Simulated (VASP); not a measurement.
# Pt (P6_3/mmc) in VASP: single point with PBE

Aim: the single point of Pt with PBE.

Everything below comes from runs of VASP 6.6.1. Logs are shortened: lines on timing, memory, paths and dates and some standing lists are left out, and cuts for length are marked.

### 1 The cell of the first run

It takes space group P6_3/mmc (No. 194, hexagonal). The conventional cell has a = 2.761 Å, b = 2.761 Å, c = 4.792 Å, α = 90.00°, β = 90.00°, γ = 120.00°. Pt (site symmetry -6m2) has 12 Pt at 2.76 to 2.88 Å within 3.6 Å.

### 2 Single point, PBE

Contents of INCAR:

```
  ALGO = Normal
  EDIFF = 1E-6
  ENCUT = 500
  GGA = PE
  GGA_COMPAT = False
  ISIF = 2
  ISMEAR = 0
  LASPH = True
  LCHARG = True
  LELF = True
  LREAL = False
  LVHAR = True
  LWAVE = False
  NBANDS = 17
  NELM = 120
  PREC = Accurate
  SIGMA = 0.1
```

Contents of KPOINTS:

```
k-points
0
Gamma
  6 6 4
```

Contents of POSCAR:

```
Pt
1.0
    2.7606656158      0.0000000000      0.0000000000
   -1.3803328079      2.3908065546      0.0000000000
    0.0000000000      0.0000000000      4.7921340000
Pt
2
Direct
    0.6666666700      0.3333333300      0.7500000000
    0.3333333300      0.6666666700      0.2500000000
```

Potentials or basis: VASP PAW PBE potentials, release 64 (Pt).

The run is started by

```sh
cat potpaw_PBE.64/Pt/POTCAR > POTCAR
mpirun -np 1 vasp_std > vasp.out
```

OUTCAR:

```text
EDIFF = 1E-6
   ENCUT = 500
   GGA = PE
   ISIF = 2
   ISMEAR = 0
   LASPH = True
   LREAL = False
   NELM = 120
   PREC = Accurate

 ion  position               nearest neighbor table
   1  0.667  0.333  0.750-   2 2.88   2 2.88   2 2.88   2 2.88   2 2.88   2 2.88
   2  0.333  0.667  0.250-   1 2.88   1 2.88   1 2.88   1 2.88   1 2.88   1 2.88

  LATTYP: Found a hexagonal cell.
 ALAT       =     2.7606656158
 C/A-ratio  =     1.7358618054

  Lattice vectors:

 A1 = (   2.7606656158,   0.0000000000,   0.0000000000)
 A2 = (  -1.3803328079,   2.3908065546,   0.0000000000)
 A3 = (   0.0000000000,   0.0000000000,   4.7921340000)

Analysis of symmetry for initial positions (statically):
=====================================================================
 Subroutine PRICEL returns:
 Original cell was already a primitive cell.

 Routine SETGRP: Setting up the symmetry group for a
 hexagonal supercell.

 Subroutine GETGRP returns: Found 24 space group operations
 (whereof 12 operations were pure point group operations)
 out of a pool of 24 trial point group operations.

The static configuration has the point symmetry D_3d.
 The point group associated with its full space group is D_6h.

Analysis of symmetry for dynamics (positions and initial velocities):
=====================================================================
 Subroutine PRICEL returns:
 Original cell was already a primitive cell.

 Routine SETGRP: Setting up the symmetry group for a
 hexagonal supercell.

 Subroutine GETGRP returns: Found 24 space group operations
 (whereof 12 operations were pure point group operations)
 out of a pool of 24 trial point group operations.

The dynamic configuration has the point symmetry D_3d.
 The point group associated with its full space group is D_6h.

 Subroutine INISYM returns: Found 24 space group operations
 (whereof 12 operations are pure point group operations),
 and found     1 'primitive' translations

----------------------------------------------------------------------------------------

                                     Primitive cell

  volume of cell :      31.6291

  direct lattice vectors                    reciprocal lattice vectors
     2.760665616  0.000000000  0.000000000     0.362231483  0.209134444  0.000000000
    -1.380332808  2.390806555  0.000000000     0.000000000  0.418268888  0.000000000
     0.000000000  0.000000000  4.792134000     0.000000000  0.000000000  0.208675300

  length of vectors
     2.760665616  2.760665616  4.792134000     0.418268888  0.418268888  0.208675300

  position of ions in fractional coordinates (direct lattice)
     0.666666670  0.333333330  0.750000000
     0.333333330  0.666666670  0.250000000

  ion indices of the primitive-cell ions
   primitive index   ion index
                 1           1
                 2           2

----------------------------------------------------------------------------------------

 KPOINTS: k-points

Automatic generation of k-mesh.
 Grid dimensions read from file:
 generate k-points for:    6    6    4

 Generating k-lattice:

  Cartesian coordinates                     Fractional coordinates (reciprocal lattice)
     0.060371914  0.034855741  0.000000000     0.166666667  0.000000000  0.000000000
     0.000000000  0.069711481  0.000000000     0.000000000  0.166666667  0.000000000
     0.000000000  0.000000000  0.052168825     0.000000000  0.000000000  0.250000000

  Length of vectors
     0.069711481  0.069711481  0.052168825

  Shift w.r.t. Gamma in fractional coordinates (k-lattice)
     0.000000000  0.000000000  0.000000000

 Subroutine IBZKPT returns following result:
 ===========================================

 Found     21 irreducible k-points:

 Following reciprocal coordinates:
            Coordinates               Weight
  0.000000  0.000000  0.000000      1.000000
  0.166667  0.000000  0.000000      6.000000
  0.333333  0.000000  0.000000      6.000000
  0.500000 -0.000000  0.000000      3.000000
  0.166667  0.166667  0.000000      6.000000
  0.333333  0.166667  0.000000     12.000000
[... 13 lines left out ...]
  0.333333  0.166667  0.500000     12.000000
  0.333333  0.333333  0.500000      2.000000
   k-points           NKPTS =     21   k-points in BZ     NKDIM =     21   number of bands    NBANDS=     17
   number of dos      NEDOS =    301   number of ions     NIONS =      2
   total plane-waves  NPLWV =  14400
   dimension x,y,z NGX =    20 NGY =   20 NGZ =   36
   dimension x,y,z NGXF=    40 NGYF=   40 NGZF=   72
   ions per type =               2
   NGX,Y,Z   is equivalent  to a cutoff of  12.04, 12.04, 12.49 a.u.
   NGXF,Y,Z  is equivalent  to a cutoff of  24.09, 24.09, 24.98 a.u.
 SYSTEM =  unknown system
   PREC   = accura    normal or accurate (medium, high low for compatibility)
   ISTART =      0    job   : 0-new  1-cont  2-samecut
   ICHARG =      2    charge: 1-file 2-atom 10-const
   ISPIN  =      1    spin polarized calculation?
   LNONCOLLINEAR =      F non collinear calculations
   LSORBIT =      F    spin-orbit coupling
   LASPH  =      T    aspherical Exc in radial PAW
   ENCUT  =  500.0 eV  36.75 Ry    6.06 a.u.   5.03  5.03  8.74*2*pi/ulx,y,z
   NELM   =    120;   NELMIN=  2; NELMDL= -5     # of ELM steps
   EDIFF  = 0.1E-05   stopping-criterion for ELM
   LREAL  =      F    real-space projection
   EDIFFG = 0.1E-04   stopping-criterion for IOM
   NSW    =      0    number of steps for IOM
   IBRION =     -1    ionic relax: 0-MD 1-quasi-New 2-CG
   NFREE  =      0    steps in history (QN), initial steepest desc. (CG)
   ISIF   =      2    stress and relaxation
   ISYM   =      2    0-nonsym 1-usesym 2-fastsym
   POTIM  = 0.5000    time-step for ionic-motion
   TEBEG  =    0.0;   TEEND  =   0.0 temperature during run
   PSTRESS=    0.0 pullay stress
   NELECT =      20.0000    total number of electrons
   NUPDOWN=      -1.0000    fix difference up-down
   EMIN   =  10.00;   EMAX   =-10.00  energy-range for DOS
   EFERMI =   0.00;   METHOD = LEGACY
   ISMEAR =     0;   SIGMA  =   0.10  broadening in eV -4-tet -1-fermi 0-gaus
   EFERMI_NEDOS =   21; number of points for ismear=-14 and -15
   IALGO  =     38    algorithm
   IMIX   =      4    mixing-type and parameters
     AMIX     =   0.40;   BMIX     =  1.00
     AMIX_MAG =   1.60;   BMIX_MAG =  1.00
  volume/ion in A,a.u.               =      15.81       106.72
  Fermi-wavevector in a.u.,A,eV,Ry     =   1.405149  2.655347 26.863944  1.974444
  Thomas-Fermi vector in A             =   2.527639
   LORBIT       =      0    0 simple, 1 ext, 2 COOP (PROOUT), +10 PAW based schemes
   GGA     = PE    functional components
   LHFCALC =     F    Hartree Fock is set to
   AEXX    =    0.0000 exact exchange contribution
   IVDW    =     0    specifies the selected vdW correction
   LEPSILON=     F    determine dielectric tensor
   LRPA    =     F    only Hartree local field effects (RPA)
 non-spin polarized calculation
 Gauss-broadening in eV      SIGMA  =   0.10
  energy-cutoff  :      500.00
  volume of cell :       31.63
 maximum number of plane-waves:       825
   NGX = 11   NGY = 11   NGZ = 17

 number of electron      19.9999999 magnetization

 Free energy of the ion-electron system (eV)
  ---------------------------------------------------
  ext. energy  EPLUGINS =         0.00000000
  ---------------------------------------------------
  free energy    TOTEN  =       -12.16019219 eV

  energy without entropy =      -12.13649625  energy(sigma->0) =      -12.14834422

 E-fermi :  10.3016     XC(G=0): -13.2027

 val. band max:       10.2971787442   @ k =   0.1667   0.1667   0.5000
 cond. band min:      10.3209414792   @ k =   0.3333   0.0000   0.0000
 fundamental gap:      0.0237627350
 Fermi energy:        10.3015633512

 k-point     1 :       0.0000    0.0000    0.0000
  band No.  band energies     occupation
      1       0.6800      2.00000
      2       3.3283      2.00000
      3       6.3978      2.00000
      4       6.9727      2.00000
      5       6.9727      2.00000
      6       7.3364      2.00000
[... 9 lines left out ...]
     16      27.6656      0.00000
     17      31.3719      0.00000

 k-point     2 :       0.1667    0.0000    0.0000
  band No.  band energies     occupation
      1       1.6361      2.00000
      2       4.1336      2.00000
      3       6.2042      2.00000
      4       6.8170      2.00000
      5       7.0285      2.00000
      6       7.3267      2.00000
[... 9 lines left out ...]
     16      27.9772      0.00000
     17      28.2669      0.00000

 k-point     3 :       0.3333    0.0000    0.0000
  band No.  band energies     occupation
      1       3.5303      2.00000
      2       4.3979      2.00000
      3       5.2897      2.00000
      4       6.5181      2.00000
      5       7.0530      2.00000
      6       7.3458      2.00000
[... 9 lines left out ...]
     16      25.1301      0.00000
     17      25.7164      0.00000

 k-point     4 :       0.5000   -0.0000    0.0000
  band No.  band energies     occupation
      1       3.9892      2.00000
      2       4.0580      2.00000
      3       4.6844      2.00000
      4       6.9848      2.00000
      5       7.2260      2.00000
      6       7.4098      2.00000
[... 9 lines left out ...]
     16      22.3807      0.00000
     17      23.6218      0.00000

 k-point     5 :       0.1667    0.1667    0.0000
  band No.  band energies     occupation
      1       3.2507      2.00000
      2       5.1750      2.00000
      3       5.6377      2.00000
      4       5.7894      2.00000
      5       6.6597      2.00000
      6       7.0706      2.00000
[... 9 lines left out ...]
     16      26.5206      0.00000
     17      28.3697      0.00000

 k-point     6 :       0.3333    0.1667    0.0000
  band No.  band energies     occupation
      1       4.6739      2.00000
      2       4.7904      2.00000
      3       4.9460      2.00000
      4       6.6048      2.00000
      5       6.7555      2.00000
      6       7.2435      2.00000
[... 9 lines left out ...]
     16      23.4662      0.00000
     17      24.7694      0.00000

 k-point     7 :       0.3333    0.3333    0.0000
  band No.  band energies     occupation
      1       4.9786      2.00000
      2       5.6407      2.00000
      3       5.6407      2.00000
      4       6.1337      2.00000
      5       6.7077      2.00000
      6       6.7077      2.00000
[... 9 lines left out ...]
     16      22.3988      0.00000
     17      23.0080      0.00000

 k-point     8 :       0.0000    0.0000    0.2500
  band No.  band energies     occupation
      1       1.1978      2.00000
      2       3.2153      2.00000
      3       6.2883      2.00000
      4       6.9197      2.00000
      5       6.9197      2.00000
      6       7.1977      2.00000
[... 9 lines left out ...]
     16      26.8605      0.00000
     17      30.3270      0.00000
[... 143 lines left out ...]
      1       3.3003      2.00000
      2       3.3003      2.00000
      3       5.9628      2.00000
      4       5.9628      2.00000
      5       6.7387      2.00000
      6       6.7387      2.00000
[... 9 lines left out ...]
     16      26.4268      0.00000
     17      28.4337      0.00000

 k-point    17 :       0.3333    0.0000    0.5000
  band No.  band energies     occupation
      1       4.0426      2.00000
      2       4.0426      2.00000
      3       5.4495      2.00000
      4       5.4495      2.00000
      5       7.9379      2.00000
      6       7.9379      2.00000
[... 9 lines left out ...]
     16      24.4880      0.00000
     17      27.7687      0.00000

 k-point    18 :       0.5000   -0.0000    0.5000
  band No.  band energies     occupation
      1       3.8565      2.00000
      2       3.8565      2.00000
      3       5.1759      2.00000
      4       5.1759      2.00000
      5       8.5305      2.00000
      6       8.5305      2.00000
[... 9 lines left out ...]
     16      24.4870      0.00000
     17      25.9539      0.00000

 k-point    19 :       0.1667    0.1667    0.5000
  band No.  band energies     occupation
      1       4.3720      2.00000
      2       4.3720      2.00000
      3       5.8191      2.00000
      4       5.8191      2.00000
      5       6.3575      2.00000
      6       6.3575      2.00000
[... 9 lines left out ...]
     16      24.6692      0.00000
     17      25.7743      0.00000

 k-point    20 :       0.3333    0.1667    0.5000
  band No.  band energies     occupation
      1       4.5020      2.00000
      2       4.5020      2.00000
      3       5.6143      2.00000
      4       5.6143      2.00000
      5       7.3808      2.00000
      6       7.3808      2.00000
[... 9 lines left out ...]
     16      22.8967      0.00000
     17      25.4809      0.00000

 k-point    21 :       0.3333    0.3333    0.5000
  band No.  band energies     occupation
      1       5.2700      2.00000
      2       5.2700      2.00000
      3       5.8924      2.00000
      4       5.8924      2.00000
      5       6.7410      2.00000
      6       6.7410      2.00000
[... 9 lines left out ...]
     16      19.1419      0.00000
     17      27.8584      0.00000

------------------------ aborting loop because EDIFF is reached ----------------------------------------

  FORCE on cell =-STRESS in cart. coord.  units (eV):
  Direction    XX          YY          ZZ          XY          YZ          ZX
  --------------------------------------------------------------------------------------
  -------------------------------------------------------------------------------------
  Total       -0.1591938     -0.1591938     -0.8265047      0.0000000      0.0000000      0.0000000
  in kB       -8.0639831     -8.0639831    -41.8666990      0.0000000      0.0000000      0.0000000
  external PRESSURE =     -19.3315550 kB  Pullay stress =       0.0000000 kB

 VOLUME and BASIS-vectors are now :
 -----------------------------------------------------------------------------
  energy-cutoff  :      500.00
  volume of cell :       31.63
      direct lattice vectors                 reciprocal lattice vectors
     2.760665616  0.000000000  0.000000000     0.362231483  0.209134444  0.000000000
    -1.380332808  2.390806555  0.000000000     0.000000000  0.418268888  0.000000000
     0.000000000  0.000000000  4.792134000     0.000000000  0.000000000  0.208675300

 POSITION                                       TOTAL-FORCE (eV/Angst)
 -----------------------------------------------------------------------------------
      1.38033      0.79694      3.59410         0.000000      0.000000      0.000000
     -0.00000      1.59387      1.19803        -0.000000     -0.000000      0.000000
 -----------------------------------------------------------------------------------
    total drift:                               -0.000001      0.000001     -0.000000

  FREE ENERGIE OF THE ION-ELECTRON SYSTEM (eV)
  ---------------------------------------------------
  free  energy   TOTEN  =       -12.1601921935 eV

  energy  without entropy=      -12.1364962503  energy(sigma->0) =      -12.14834422
```

Run time: 6.2 s. Hardware: 1 thread of Intel Xeon 6975P-C, shared host; peak memory 0.14 GiB.

Results:

```
Free energy            : -12.1602 eV
Pressure               : -1.9 GPa
Band gap on the k mesh : zero (band 10 reaches 10.87 eV, above the bottom of band 11 at 9.54 eV)
```

Caveat: the k points lie up to 0.44 Å⁻¹ apart; spin-orbit coupling is left out, which moves the levels of the heavy elements.
